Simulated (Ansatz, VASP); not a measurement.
## HfTiH6 in VASP and in Ansatz

```
Hf Ti H
1.0
     2.61703    1.51094    2.28109
    -2.61703    1.51094    2.28109
     0.00000   -3.02189    2.28109
Hf Ti H
1 1 6
Direct
  0.00000 0.00000 0.00000
  0.50000 0.50000 0.50000
  0.35683 0.35683 0.98344
  0.98344 0.35683 0.35683
  0.35683 0.98344 0.35683
  0.01656 0.64317 0.64317
  0.64317 0.64317 0.01656
  0.64317 0.01656 0.64317
```

Alike in both runs: functional PBE; k mesh 6 × 6 × 6; occupations gaussian, width 0.1 eV; no spin polarisation.

Ansatz relaxed the structure, and its values are those at the end. VASP's run is a single point on that final structure, the one shown.

```csv
,VASP,Ansatz
version,VASP 6.6.1,Ansatz 0.2.0
potentials or method,"VASP PAW PBE potentials, release 64 (Hf_pv, Ti_sv, H), cutoff 520 eV","scalar-relativistic, plane waves, PAW"
valence electrons in the cell,28,44
```

|  | VASP | Ansatz | Ansatz less VASP |
| --- | --- | --- | --- |
| gap on the k mesh at the Fermi level (eV) | none | none | - |
| pressure (GPa) | -0.5 | 0.0 | +0.46 |

A gap of «none» marks a metal or a gap that the smearing closes. With one functional, cell and mesh, what is left measures potentials, basis and numerics. VASP's potentials hold 28 valence electrons a cell and Ansatz's 44, so a difference there can come from the potentials and not from the codes.

Spin-orbit coupling is off throughout.
